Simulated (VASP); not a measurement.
# Hf2Ge3Ru (P4/mmm) in VASP: notebook, part 2 of 3

VASP 6.6.1. The steps go on from the part before.

**3. Single point, PBE**

This run uses another cell than the first one, of 17.30 Å³/atom.

INCAR reads:

```
PREC     = Accurate       # precision mode
ENCUT    = 520            # plane-wave cutoff, eV
EDIFF    = 1E-6           # SCF threshold, eV
ISMEAR   = 0              # smearing method
SIGMA    = 0.1            # smearing width, eV
LREAL    = False          # projectors in reciprocal space
LASPH    = True           # aspherical terms in the spheres
NELM     = 100            # most SCF steps
ALGO     = Normal         # electronic algorithm
ISIF     = 2              # what is computed and relaxed
LWAVE    = False          # write WAVECAR
LCHARG   = False          # write CHGCAR
GGA      = PE             # functional
NBANDS   = 47             # bands
```

KPOINTS reads:

```
regular mesh
0
Gamma
  6 6 2
```

POSCAR reads:

```
Hf2Ge3Ru
1.0
    3.2624640800      0.0000000000      0.0000000000
    0.0000000000      3.2624640800      0.0000000000
    0.0000000000      0.0000000000      9.7538157200
Hf Ge Ru
2 3 1
Direct
    0.0000000000      0.0000000000      0.3342649900
    0.0000000000      0.0000000000      0.6657350100
    0.5000000000      0.5000000000      0.1837450000
    0.5000000000      0.5000000000      0.5000000000
    0.5000000000      0.5000000000      0.8162550000
    0.0000000000      0.0000000000      0.0000000000
```

Potentials or basis: VASP PAW PBE potentials, release 64 (Hf_pv, Ge_d, Ru_pv).

The run is started by

```
$ cat potpaw_PBE.64/Hf_pv/POTCAR potpaw_PBE.64/Ge_d/POTCAR potpaw_PBE.64/Ru_pv/POTCAR > POTCAR
$ mpirun -np 1 vasp_std > vasp.out
```

OUTCAR:

```text
PREC = Accurate
   ENCUT = 520
   EDIFF = 1E-6
   ISMEAR = 0
   LREAL = False
   LASPH = True
   NELM = 100
   ISIF = 2
   GGA = PE

 ion  position               nearest neighbor table
   1  0.000  0.000  0.334-   3 2.73   3 2.73   3 2.73   3 2.73   4 2.82   4 2.82   4 2.82   4 2.82
                             2 3.23   6 3.26
   2  0.000  0.000  0.666-   5 2.73   5 2.73   5 2.73   5 2.73   4 2.82   4 2.82   4 2.82   4 2.82
                             1 3.23   6 3.26
   3  0.500  0.500  0.184-   1 2.73   1 2.73   1 2.73   1 2.73   6 2.92   6 2.92   6 2.92   6 2.92

   4  0.500  0.500  0.500-   1 2.82   2 2.82   1 2.82   2 2.82   1 2.82   2 2.82   1 2.82   2 2.82

   5  0.500  0.500  0.816-   2 2.73   2 2.73   2 2.73   2 2.73   6 2.92   6 2.92   6 2.92   6 2.92

   6  0.000  0.000  0.000-   3 2.92   5 2.92   3 2.92   5 2.92   3 2.92   5 2.92   3 2.92   5 2.92
                             1 3.26   2 3.26

  LATTYP: Found a simple tetragonal cell.
 ALAT       =     3.2624640800
 C/A-ratio  =     2.9897082330

  Lattice vectors:

 A1 = (   3.2624640800,   0.0000000000,   0.0000000000)
 A2 = (   0.0000000000,   3.2624640800,   0.0000000000)
 A3 = (   0.0000000000,   0.0000000000,   9.7538157200)

Analysis of symmetry for initial positions (statically):
=====================================================================
 Subroutine PRICEL returns:
 Original cell was already a primitive cell.

 Routine SETGRP: Setting up the symmetry group for a
 simple tetragonal supercell.

 Subroutine GETGRP returns: Found 16 space group operations
 (whereof 16 operations were pure point group operations)
 out of a pool of 16 trial point group operations.

The static configuration has the point symmetry D_4h.

Analysis of symmetry for dynamics (positions and initial velocities):
=====================================================================
[... 132 lines left out ...]
     AMIX     =   0.40;   BMIX     =  1.00
     AMIX_MAG =   1.60;   BMIX_MAG =  1.00
  volume/ion in A,a.u.               =      17.30       116.76
  Fermi-wavevector in a.u.,A,eV,Ry     =   1.475448  2.788193 29.619175  2.176948
  Thomas-Fermi vector in A             =   2.590096
   LORBIT       =      0    0 simple, 1 ext, 2 COOP (PROOUT), +10 PAW based schemes
   GGA     = PE    functional components
   LHFCALC =     F    Hartree Fock is set to
   AEXX    =    0.0000 exact exchange contribution
   IVDW    =     0    specifies the selected vdW correction
   LEPSILON=     F    determine dielectric tensor
   LRPA    =     F    only Hartree local field effects (RPA)
 non-spin polarized calculation
 Gauss-broadening in eV      SIGMA  =   0.10
  energy-cutoff  :      520.00
  volume of cell :      103.82
 maximum number of plane-waves:      2832
   NGX = 13   NGY = 13   NGZ = 37

 number of electron      75.9999977 magnetization

 Free energy of the ion-electron system (eV)
  ---------------------------------------------------
  ext. energy  EPLUGINS =         0.00000000
  ---------------------------------------------------
  free energy    TOTEN  =       -42.66366042 eV

  energy without entropy =      -42.63328850  energy(sigma->0) =      -42.64847446

 E-fermi :   7.5163     XC(G=0): -12.1541

 val. band max:        7.4988700309   @ k =   0.5000   0.5000   0.0000
 cond. band min:       7.5564924107   @ k =   0.3333   0.0000   0.0000
 fundamental gap:      0.0576223798
 Fermi energy:         7.5162529447

 k-point     1 :       0.0000    0.0000    0.0000
  band No.  band energies     occupation
      1     -34.5361      2.00000
      2     -34.5320      2.00000
      3     -34.5320      2.00000
      4     -23.1660      2.00000
      5     -22.9605      2.00000
      6     -22.8149      2.00000
[... 989 lines left out ...]
     46      11.5118      0.00000
     47      11.5201      0.00000

------------------------ aborting loop because EDIFF is reached ----------------------------------------

  FORCE on cell =-STRESS in cart. coord.  units (eV):
  Direction    XX          YY          ZZ          XY          YZ          ZX
  --------------------------------------------------------------------------------------
  -------------------------------------------------------------------------------------
  Total        0.7808127      0.7808127      1.1254961      0.0000000      0.0000000     -0.0000000
  in kB       12.0501213     12.0501213     17.3695499      0.0000000      0.0000000     -0.0000000
  external PRESSURE =      13.8232642 kB  Pullay stress =       0.0000000 kB

 VOLUME and BASIS-vectors are now :
 -----------------------------------------------------------------------------
  energy-cutoff  :      520.00
  volume of cell :      103.82
      direct lattice vectors                 reciprocal lattice vectors
     3.262464080  0.000000000  0.000000000     0.306516785  0.000000000  0.000000000
     0.000000000  3.262464080  0.000000000     0.000000000  0.306516785  0.000000000
     0.000000000  0.000000000  9.753815720     0.000000000  0.000000000  0.102523979

 POSITION                                       TOTAL-FORCE (eV/Angst)
 -----------------------------------------------------------------------------------
      0.00000      0.00000      3.26036         0.000000     -0.000000     -0.061915
      0.00000      0.00000      6.49346         0.000000     -0.000000      0.061915
      1.63123      1.63123      1.79221        -0.000000      0.000000     -3.143199
      1.63123      1.63123      4.87691         0.000000     -0.000000      0.000000
      1.63123      1.63123      7.96160         0.000000      0.000000      3.143199
      0.00000      0.00000      0.00000         0.000000     -0.000000      0.000000
 -----------------------------------------------------------------------------------
    total drift:                                0.000000     -0.000000      0.000000

  FREE ENERGIE OF THE ION-ELECTRON SYSTEM (eV)
  ---------------------------------------------------
  free  energy   TOTEN  =       -42.6636604158 eV

  energy  without entropy=      -42.6332885001  energy(sigma->0) =      -42.64847446
```

Run time: 100 s. Hardware: 1 thread of Intel Xeon Platinum 8488C (Sapphire Rapids), shared host; peak memory 0.25 GiB.

What came out:

```yaml
Free_energy: -42.6637 eV
Pressure: 1.4 GPa
Largest_force: 3.143 eV/Å
Band_gap_on_the_k_mesh: zero (bands 38 and 39 overlap by 0.80 eV)
```

Forces in eV/Å, atoms in the order of the input:
```
Hf   0.000  0.000 -0.062
Hf   0.000  0.000  0.062
Ge   0.000  0.000 -3.143
Ge   0.000  0.000  0.000
Ge   0.000  0.000  3.143
Ru   0.000  0.000  0.000
```

Caveat: spin-orbit coupling is left out, which moves the levels of the heavy elements; forces of over 1 eV/Å act on the atoms, so gaps and moduli don't describe the material at rest.

**4. Relaxation of cell and atoms, PBE**

This run uses another cell than the first one, of 17.30 Å³/atom.

INCAR reads:

```
ALGO = Normal
EDIFF = 1E-7
EDIFFG = -0.04
ENCUT = 600
GGA = PE
IBRION = 2
ISIF = 3
ISMEAR = 0
LASPH = T
LCHARG = F
LREAL = F
LWAVE = F
NELM = 80
NSW = 90
PREC = Accurate
SIGMA = 0.1
```

KPOINTS reads:

```
k-points
0
Gamma
  6 6 2
```

POSCAR is that of step 3.

The run is started by

```
$ cat potpaw_PBE.64/Hf_pv/POTCAR potpaw_PBE.64/Ge_d/POTCAR potpaw_PBE.64/Ru_pv/POTCAR > POTCAR
$ mpirun -np 1 vasp_std > vasp.out
```

Wall time 15 min (1 thread of Intel Xeon Platinum 8488C (Sapphire Rapids), shared host); peak memory 0.33 GiB.

It converged, with:

```yaml
Free_energy: -44.7370 eV
Relaxed_volume: 16.93 Å³/atom
Relaxed_cell: a = 3.072 Å, b = 3.072 Å, c = 10.760 Å, α = 90.00°, β = 90.00°, γ = 90.00°
Space_group_after_relaxing_to_0.1_Å: P4/mmm (No. 123)
Energy_gained_by_relaxing: 345.4 meV/atom
Ionic_steps: 12
Pressure_after_relaxing: 0.1 GPa
Largest_force_after_relaxing: 0.031 eV/Å
Band_gap_on_the_k_mesh: zero (bands 38 and 39 overlap by 1.76 eV)
```

Forces in eV/Å, atoms in the order of the input:
```
Hf   0.000  0.000 -0.031
Hf   0.000  0.000  0.031
Ge   0.000  0.000  0.011
Ge   0.000  0.000  0.000
Ge   0.000  0.000 -0.011
Ru   0.000  0.000  0.000
```

Stress tensor (GPa, compression positive):
```
0.15 0.00 0.00
0.00 0.15 0.00
0.00 0.00 0.04
```

The path:
| step | energy change (eV) | largest force (eV/Å) | pressure (GPa) | volume (Å³) |
| --- | --- | --- | --- | --- |
| 1 | 0.0000 | 3.1418 | 1.37 | 103.82 |
| 2 | -0.8152 | 2.2204 | -4.11 | 106.06 |
| 3 | -1.2722 | 0.8864 | -7.61 | 108.61 |
| 4 | -1.6522 | 1.0513 | 2.61 | 100.59 |
| 5 | -1.6528 | 1.0457 | 2.13 | 100.88 |
| 6 | -1.8434 | 0.8300 | 2.10 | 100.57 |
| 7 | -1.9520 | 1.2527 | 4.74 | 99.34 |
| 8 | -1.9873 | 1.0480 | 3.52 | 99.77 |
| 9 | -2.0324 | 0.1176 | -3.93 | 104.68 |
| 10 | -2.0531 | 0.3876 | -1.42 | 102.84 |
| 11 | -2.0722 | 0.0524 | -0.02 | 101.68 |
| 12 | -2.0725 | 0.0312 | 0.11 | 101.55 |

Final structure:
```
Hf Ge Ru
1.0
     3.07216    0.00000    0.00000
     0.00000    3.07216    0.00000
     0.00000    0.00000   10.75958
Hf Ge Ru
2 3 1
Direct
  0.00000 0.00000 0.31481
  0.00000 0.00000 0.68519
  0.50000 0.50000 0.13780
  0.50000 0.50000 0.50000
  0.50000 0.50000 0.86220
  0.00000 0.00000 0.00000
```

Levels at points of the mesh, in eV from the Fermi level:
| k point | band 35 | band 36 | band 37 | band 38 | band 39 | band 40 | band 41 | band 42 |
| --- | --- | --- | --- | --- | --- | --- | --- | --- |
| (0.00, 0.00, 0.00) | -1.33 | -0.63 | -0.20 | 0.84 | 0.98 | 0.98 | 1.83 | 2.67 |
| (0.50, 0.00, 0.00) | -2.44 | -1.30 | -1.17 | -1.14 | 0.79 | 1.44 | 1.78 | 3.24 |
| (0.50, 0.50, 0.00) | -2.53 | -2.35 | -0.45 | -0.45 | 0.24 | 0.56 | 0.90 | 1.94 |
| (0.00, 0.00, 0.50) | -1.31 | -0.79 | -0.63 | 1.38 | 1.38 | 1.38 | 1.63 | 1.63 |
| (0.50, 0.00, 0.50) | -2.44 | -1.83 | -1.17 | -0.82 | 0.81 | 1.35 | 1.90 | 3.17 |
| (0.50, 0.50, 0.50) | -2.21 | -0.61 | -0.55 | -0.08 | 0.47 | 0.47 | 0.56 | 0.86 |

Caveat: spin-orbit coupling is left out, which moves the levels of the heavy elements.

(Continued in part 3 of 3.)

The gap in the log of VASP goes by the Fermi energy; the results here count the filled bands.